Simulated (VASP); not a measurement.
Nb, 1 atom in the cell. The structure is cubic, space group Im-3m (No. 229). Conventional cell: a = 3.248 Å, b = 3.248 Å, c = 3.248 Å, α = 90.00°, β = 90.00°, γ = 90.00°. Nb (site symmetry m-3m) has 14 Nb at 2.81 to 3.25 Å within 3.7 Å. 

* Program: VASP 6.6.1
* Task: relaxation of cell and atoms
* Functional: LDA
* Potentials or basis: VASP PAW LDA potentials, release 64 (Nb_sv)
* Cutoff: 600 eV
* k mesh: 18 × 18 × 18
* Occupations: fermi-dirac, width 0.15 eV
* Spin: no spin polarisation
* Dipole correction: no
* Further INCAR settings: ALGO = Fast; EDIFF = 1e-06; IBRION = 2; EDIFFG = -0.001; NSW = 80; ISIF = 3

Potentials or basis: VASP PAW LDA potentials, release 64 (Nb_sv).

Command:

```sh
$ cat potpaw_LDA.64/Nb_sv/POTCAR > POTCAR
$ mpirun -np 1 vasp_std > vasp.out
```

Hardware: 1 thread of AMD EPYC 7R13, on a shared host.

Estimate the wall time of this run.

It took 13 min on 1 thread of AMD EPYC 7R13 (shared host), peak memory 0.14 GiB. Counts: scf iterations 137, k points 195, ion steps 30.
